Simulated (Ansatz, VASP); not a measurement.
**CrRe: VASP beside Ansatz**

```
Cr Re
1.0
     0.00000    2.99904    2.99904
     2.99904    0.00000    2.99904
     2.99904    2.99904    0.00000
Cr Re
2 2
Direct
  0.50000 0.50000 0.50000
  0.75000 0.75000 0.75000
  0.00000 0.00000 0.00000
  0.25000 0.25000 0.25000
```

Alike in both runs: functional PBE; k mesh 6 × 6 × 6; occupations gaussian, width 0.1 eV; no spin polarisation.

Ansatz relaxed the structure, and its values are those at the end. VASP's run is a single point on that final structure, the one shown.

|  | VASP | Ansatz |
| --- | --- | --- |
| version | VASP 6.6.1 | Ansatz 0.2.0 |
| potentials or method | VASP PAW PBE potentials, release 64 (Cr_pv, Re), cutoff 520 eV | scalar-relativistic, plane waves, PAW |
| valence electrons in the cell | 38 | 58 |

Ansatz gave:

* gap on the k mesh at the Fermi level (eV): none
* pressure (GPa): 0.0

Q: Which values does VASP return?

A: gap on the k mesh at the Fermi level (eV): none; pressure (GPa): -0.5.

A gap of «none» marks a metal or a gap that the smearing closes. VASP's potentials hold 38 valence electrons a cell and Ansatz's 58, so a difference there can come from the potentials and not from the codes.

Spin-orbit coupling is off throughout.
